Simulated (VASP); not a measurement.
Set up this calculation in VASP 6.6.1, as the native input.

```yaml
Task: single point
Functional: PBEsol
Potentials_or_basis: VASP PAW PBE potentials, release 64 (Ta_pv, N)
Cutoff: 520 eV
k_mesh: 16 × 16 × 12
Occupations: gaussian, width 0.1 eV
Spin: no spin polarisation
Dipole_correction: no
Further_INCAR_settings: ALGO = Fast; EDIFF = 1e-06; NBANDS = 24
```

The structure of TaN lies in POSCAR:

```
TaN
1.0
    2.0893916898      2.0893916898      0.0000000000
   -2.0893916898      2.0893916898      0.0000000000
    0.0000000000      0.0000000000      4.1787833797
Ta N
2 2
Direct
    0.5000000000      0.5000000000      0.0000000000
    0.0000000000      0.0000000000      0.5000000000
    0.0000000000      0.0000000000      0.0000000000
    0.5000000000      0.5000000000      0.5000000000
```

This cell differs from its parent crystal: equal strain along all axes, cell held: -4.5 %.

These files were run (other wordings do the same):

INCAR

```
SYSTEM = TaN
ALGO = Fast ; EDIFF = 1E-6
ENCUT = 520 ; GGA = PS
ISIF = 2 ; ISMEAR = 0
LASPH = .TRUE. ; LCHARG = .TRUE.
LELF = .TRUE. ; LREAL = .FALSE.
LVHAR = .TRUE. ; LWAVE = .FALSE.
NBANDS = 24 ; NELM = 60
PREC = Accurate ; SIGMA = 0.1
```

KPOINTS

```
k-points
0
G
  16 16 12
  0 0 0
```

Potentials or basis: VASP PAW PBE potentials, release 64 (Ta_pv, N).

The run is started by

```sh
$ cat potpaw_PBE.64/Ta_pv/POTCAR potpaw_PBE.64/N/POTCAR > POTCAR
$ mpirun -np 1 vasp_std > vasp.out
```

Results of the run:

- Pressure: 68.9 GPa
- Band gap on the k mesh: zero (bands 16 and 17 overlap by 5.03 eV)

Caveat: the cell differs from its parent crystal (equal strain along all axes, cell held: -4.5 %); the cell stands under pressure; the PAW data sets were made with another functional, which shifts forces and pressure a little; spin-orbit coupling is left out, which moves the levels of the heavy elements.

Run time: 4.7 min on 1 thread of Oxide Virtual Turin-like Processor, on a shared host, peak memory 0.3 GiB.
